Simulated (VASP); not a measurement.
# Ru (P6_3/mmc) in VASP: vibrations by perturbation theory with PBE

Aim: the vibrations by perturbation theory of Ru with PBE.

Program: VASP 6.6.1. These are calculated values, not measurements. Logs are shortened: lines on timing, memory, paths and dates and some standing lists are left out, and cuts for length are marked.

### 1 The cell of the first run

Symmetry: P6_3/mmc, No. 194, hexagonal system. The conventional cell has a = 2.708 Å, b = 2.708 Å, c = 4.268 Å, α = 90.00°, β = 90.00°, γ = 120.00°. Ru (site symmetry -6m2) has 12 Ru at 2.65 to 2.71 Å within 3.5 Å.

### 2 Vibrations by perturbation theory, PBE

INCAR reads:

```
  ALGO = Normal
  EDIFF = 1E-8
  ENCUT = 520
  GGA = PE
  IBRION = 8
  ISIF = 2
  ISMEAR = -1
  LASPH = T
  LCHARG = T
  LREAL = F
  LWAVE = F
  NELM = 60
  NSW = 1
  PREC = Accurate
  SIGMA = 0.1
```

KPOINTS reads:

```
k-points
0
Gamma
  9 9 5
```

POSCAR reads:

```
Ru
1.0
    2.7078260000      0.0000000000      0.0000000000
   -1.3539130000      2.3450460000      0.0000000000
    0.0000000000      0.0000000000      4.2681020000
Ru
2
Direct
    0.3333330000      0.6666670000      0.2500000000
    0.6666670000      0.3333330000      0.7500000000
```

Potentials or basis: VASP PAW PBE potentials, release 64 (Ru_pv).

Launch:

```sh
cat potpaw_PBE.64/Ru_pv/POTCAR > POTCAR
mpirun -np 1 vasp_std > vasp.out
```

OUTCAR:

```text
EDIFF = 1E-8
   ENCUT = 520
   GGA = PE
   IBRION = 8
   ISIF = 2
   ISMEAR = -1
   LASPH = T
   LREAL = F
   NELM = 60
   NSW = 1
   PREC = Accurate

 ion  position               nearest neighbor table
   1  0.333  0.667  0.250-   2 2.65   2 2.65   2 2.65   2 2.65   2 2.65   2 2.65
   2  0.667  0.333  0.750-   1 2.65   1 2.65   1 2.65   1 2.65   1 2.65   1 2.65

  LATTYP: Found a hexagonal cell.
 ALAT       =     2.7078260000
 C/A-ratio  =     1.5762098451

  Lattice vectors:

 A1 = (   2.7078260000,   0.0000000000,   0.0000000000)
 A2 = (  -1.3539130000,   2.3450460000,   0.0000000000)
 A3 = (   0.0000000000,   0.0000000000,   4.2681020000)

Analysis of symmetry for initial positions (statically):
=====================================================================
 Subroutine PRICEL returns:
 Original cell was already a primitive cell.

 Routine SETGRP: Setting up the symmetry group for a
 hexagonal supercell.

 Subroutine GETGRP returns: Found 24 space group operations
 (whereof 12 operations were pure point group operations)
 out of a pool of 24 trial point group operations.

The static configuration has the point symmetry D_3d.
 The point group associated with its full space group is D_6h.

Analysis of symmetry for dynamics (positions and initial velocities):
=====================================================================
 Subroutine PRICEL returns:
 Original cell was already a primitive cell.

 Routine SETGRP: Setting up the symmetry group for a
 hexagonal supercell.

 Subroutine GETGRP returns: Found 24 space group operations
 (whereof 12 operations were pure point group operations)
 out of a pool of 24 trial point group operations.

The dynamic configuration has the point symmetry D_3d.
 The point group associated with its full space group is D_6h.

 Subroutine INISYM returns: Found 24 space group operations
 (whereof 12 operations are pure point group operations),
 and found     1 'primitive' translations

----------------------------------------------------------------------------------------

                                     Primitive cell

  volume of cell :      27.1023

  direct lattice vectors                    reciprocal lattice vectors
     2.707826000  0.000000000  0.000000000     0.369299948  0.213215434  0.000000000
    -1.353913000  2.345046000  0.000000000     0.000000000  0.426430867  0.000000000
     0.000000000  0.000000000  4.268102000     0.000000000  0.000000000  0.234296181

  length of vectors
     2.707826000  2.707825909  4.268102000     0.426430853  0.426430867  0.234296181

  position of ions in fractional coordinates (direct lattice)
     0.333333000  0.666667000  0.250000000
     0.666667000  0.333333000  0.750000000

  ion indices of the primitive-cell ions
   primitive index   ion index
                 1           1
                 2           2

----------------------------------------------------------------------------------------

 KPOINTS: k-points

Automatic generation of k-mesh.
 Grid dimensions read from file:
 generate k-points for:    9    9    5

 Generating k-lattice:

  Cartesian coordinates                     Fractional coordinates (reciprocal lattice)
     0.041033328  0.023690604  0.000000000     0.111111111  0.000000000  0.000000000
     0.000000000  0.047381207  0.000000000     0.000000000  0.111111111  0.000000000
     0.000000000  0.000000000  0.046859236     0.000000000  0.000000000  0.200000000

  Length of vectors
     0.047381206  0.047381207  0.046859236

  Shift w.r.t. Gamma in fractional coordinates (k-lattice)
     0.000000000  0.000000000  0.000000000

 Subroutine IBZKPT returns following result:
[... 69 lines left out ...]
     AMIX_MAG =   1.60;   BMIX_MAG =  1.00
  volume/ion in A,a.u.               =      13.55        91.45
  Fermi-wavevector in a.u.,A,eV,Ry     =   1.654977  3.127452 37.265646  2.738948
  Thomas-Fermi vector in A             =   2.743152
   LORBIT       =      0    0 simple, 1 ext, 2 COOP (PROOUT), +10 PAW based schemes
   GGA     = PE    functional components
   LHFCALC =     F    Hartree Fock is set to
   AEXX    =    0.0000 exact exchange contribution
   IVDW    =     0    specifies the selected vdW correction
   LEPSILON=     F    determine dielectric tensor
   LRPA    =     F    only Hartree local field effects (RPA)
 non-spin polarized calculation
  energy-cutoff  :      520.00
  volume of cell :       27.10
 maximum number of plane-waves:       744
   NGX = 11   NGY = 11   NGZ = 15

--------------------------------------- Ionic step        1  -------------------------------------------

 number of electron      28.0000006 magnetization

 Free energy of the ion-electron system (eV)
  ---------------------------------------------------
  ext. energy  EPLUGINS =         0.00000000
  ---------------------------------------------------
  free energy    TOTEN  =       -18.51178445 eV

  energy without entropy =      -18.46319478  energy(sigma->0) =      -18.48748962

 E-fermi :  12.9518     XC(G=0): -14.1323

 val. band max:       12.9257189538   @ k =   0.4444  -0.0000   0.2000
 cond. band min:      12.9629182727   @ k =   0.1111   0.1111   0.4000
 fundamental gap:      0.0371993189
 Fermi energy:        12.9517747472

 k-point     1 :       0.0000    0.0000    0.0000
  band No.  band energies     occupation
      1     -30.7846      2.00000
      2     -29.8573      2.00000
      3     -29.8573      2.00000
      4     -29.6827      2.00000
      5     -29.6827      2.00000
      6     -29.6247      2.00000
[... 481 lines left out ...]
      5     -29.9661      2.00000
      6     -29.9661      2.00000
[... 10 lines left out ...]
     17      20.3934      0.00000
     18      20.3934      0.00000

 [... further k-points ...]
[... 5 lines left out ...]
  --------------------------------------------------------------------------------------
  -------------------------------------------------------------------------------------
  Total        0.7842200      0.7842199      0.9752671     -0.0000000      0.0000000      0.0000000
  in kB       46.3598044     46.3598003     57.6537112     -0.0000000      0.0000000      0.0000000
  external PRESSURE =      50.1244386 kB  Pullay stress =       0.0000000 kB

 VOLUME and BASIS-vectors are now :
 -----------------------------------------------------------------------------
  energy-cutoff  :      520.00
  volume of cell :       27.10
      direct lattice vectors                 reciprocal lattice vectors
     2.707826000  0.000000000  0.000000000     0.369299948  0.213215434  0.000000000
    -1.353913000  2.345046000  0.000000000     0.000000000  0.426430867  0.000000000
     0.000000000  0.000000000  4.268102000     0.000000000  0.000000000  0.234296181

 POSITION                                       TOTAL-FORCE (eV/Angst)
 -----------------------------------------------------------------------------------
     -0.00000      1.56336      1.06703        -0.000000     -0.000000      0.000000
      1.35391      0.78168      3.20108         0.000000      0.000000      0.000000
 -----------------------------------------------------------------------------------
    total drift:                               -0.000446      0.000242     -0.000044

  FREE ENERGIE OF THE ION-ELECTRON SYSTEM (eV)
  ---------------------------------------------------
  free  energy   TOTEN  =       -18.5117844469 eV

  energy  without entropy=      -18.4631947847  energy(sigma->0) =      -18.48748962

[... ionic steps 2 to 3 ...]

--------------------------------------- Ionic step        4  -------------------------------------------

------------------------ aborting loop because EDIFF is reached ----------------------------------------

[... ionic steps 5 to 5 ...]

--------------------------------------- Ionic step        6  -------------------------------------------

 Free energy of the ion-electron system (eV)
  ---------------------------------------------------
  ---------------------------------------------------
  free energy    TOTEN  =        -0.74002145 eV

  energy without entropy =       -0.74002145

------------------------ aborting loop because EDIFF is reached ----------------------------------------

 INTERNAL STRAIN TENSOR  FOR ION    1  DIRECTION 3   (eV/Angst):
 -----------------------------------------------------------------------------
    -0.02724  0.00000 -0.00000
    -0.00000 -0.02724  0.00000
     0.00000 -0.00000 -0.01525

 INTERNAL STRAIN TENSOR FOR ION    2 for displacements in x,y,z  (eV/Angst):
          X           Y           Z          XY          YZ          ZX
  --------------------------------------------------------------------------------
  x     0.00000     0.00000     0.00000     4.71813     0.00000     0.00000
  y     4.71813    -4.71813     0.00000     0.00000     0.00000     0.00000
  z     0.00000    -0.00000     0.00000     0.00000     0.00000     0.00000

 SECOND DERIVATIVES (NOT SYMMETRIZED)
 ------------------------------------
               1X          1Y          1Z          2X          2Y          2Z
  1X    -6.914559    0.000000    0.000000    6.914559    0.000000    0.000000
  1Y     0.000000   -6.914558    0.000000    0.000000    6.914558    0.000000
  1Z    -0.000000    0.000000  -13.337780    0.000000    0.000000   13.337780
  2X     6.914559    0.000000    0.000000   -6.914559    0.000000    0.000000
  2Y     0.000000    6.914558    0.000000    0.000000   -6.914558    0.000000
  2Z     0.000000    0.000000   13.337780   -0.000000    0.000000  -13.337780

 Eigenvectors and eigenvalues of the dynamical matrix
 ----------------------------------------------------

   1 f  =    8.031495 THz    50.463369 2PiTHz  267.901824 cm-1    33.215578 meV
             X         Y         Z           dx          dy          dz
     -0.000001  1.563365  1.067025    -0.000000    0.000000   -0.707107
      1.353914  0.781681  3.201077     0.000000    0.000000    0.707107
[... 21 lines left out ...]
   6 f  =    0.000000 THz     0.000000 2PiTHz    0.000000 cm-1     0.000000 meV
             X         Y         Z           dx          dy          dz
     -0.000001  1.563365  1.067025     0.000000    0.000000    0.707107
      1.353914  0.781681  3.201077    -0.000000    0.000000    0.707107

--------------------------------------------------------------------------------------------------------

 ELASTIC MODULI CONTR FROM IONIC RELAXATION (kBar)
 Direction    XX          YY          ZZ          XY          YZ          ZX
 --------------------------------------------------------------------------------
 XX        -190.3177    190.3177      0.0000      0.0000      0.0000      0.0000
 YY         190.3177   -190.3177      0.0000     -0.0000      0.0000      0.0000
 ZZ           0.0000      0.0000      0.0000      0.0000      0.0000      0.0000
 XY           0.0000     -0.0000      0.0000   -190.3177      0.0000      0.0000
 YZ           0.0000      0.0000      0.0000      0.0000      0.0000      0.0000
 ZX           0.0000      0.0000      0.0000      0.0000      0.0000      0.0000
 --------------------------------------------------------------------------------
```

Run time: 1.7 min. Hardware: 1 thread of Intel Xeon 6975P-C (Granite Rapids), shared host; peak memory 0.23 GiB.

Results:

```yaml
Highest_phonon_frequency_at_Γ: 268 cm⁻¹
```

Phonon frequencies in cm⁻¹ (negative: imaginary):
```tsv
q point	frequencies
(0.000, 0.000, 0.000)	0 0 0 193 193 268
```

Caveat: the cell wasn't relaxed at this level first, which shifts response properties.
